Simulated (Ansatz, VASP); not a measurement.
## One calculation of LiF, two programs

Contents of INCAR:

```
PREC = Accurate
ENCUT = 520
EDIFF = 1E-6
ISMEAR = 0
SIGMA = 0.05
LREAL = False
LASPH = True
NELM = 60
ALGO = Normal
ISIF = 2
LWAVE = False
LCHARG = True
LELF = True
LVHAR = True
NBANDS = 18
```

KPOINTS

```
Automatic mesh
0
Gamma
  9 9 6
```

POSCAR

```
LiF
1.0
    3.0464146835      0.0000000000      0.0000000000
   -1.5232073417      2.6382725064      0.0000000000
    0.0000000000      0.0000000000      4.6092254161
Li F
2 2
Direct
    0.3333333333      0.6666666667      0.3465456496
    0.6666666667      0.3333333333      0.8465456496
    0.3333333333      0.6666666667      0.9910195924
    0.6666666667      0.3333333333      0.4910195924
```

Input for Ansatz:

```yaml
crystal:
  lattice:
    - [3.0464146835, 0.0, 0.0]
    - [-1.5232073417, 2.6382725064, 0.0]
    - [0.0, 0.0, 4.6092254161]
  atoms:
    - { symbol: Li, position: [0.3333333333, 0.6666666667, 0.3465456496] }
    - { symbol: Li, position: [0.6666666667, 0.3333333333, 0.8465456496] }
    - { symbol: F, position: [0.3333333333, 0.6666666667, 0.9910195924] }
    - { symbol: F, position: [0.6666666667, 0.3333333333, 0.4910195924] }
basis:
  ecutwfc: 520.0
kpoints:
  mp_grid: { grid: [9, 9, 6] }
hamiltonian:
  xc: lda
scf:
  occupations: { method: gaussian, width: 0.05 }
output:
  forces: true
  stress: true
  eigenvalues: true
  write_density: true
  write_potential: true
  elf: true
  volumetric_format: npy
```

Alike in both runs: task single point; functional LDA; k mesh 9 × 9 × 6; occupations gaussian, width 0.05 eV; no spin polarisation.

```csv
,VASP,Ansatz
version,VASP 6.6.1,Ansatz 0.2.0
potentials or method,"VASP PAW LDA potentials, release 64 (Li_sv, F), cutoff 520 eV","scalar-relativistic, plane waves, PAW"
valence electrons in the cell,20,20
```

Ansatz gave:

```
gap on the k mesh at the Fermi level (eV) : 7.94
least direct gap on the mesh (eV)         : 7.94
rms of the force components (eV/Å)        : 0.726
```

**Question.** What did VASP give for the same quantities?

**Answer.** gap on the k mesh at the Fermi level (eV): 7.92; least direct gap on the mesh (eV): 7.92; rms of the force components (eV/Å): 0.743.

LDA's correlation is that of Perdew and Zunger in VASP and of Perdew and Wang (1992) in Ansatz. Atom by atom the forces differ by 0.017 eV/Å (rms over components).

Noted on VASP's run: the cutoff is under 1.25 times that of the potentials, so the pressure is a little rough.
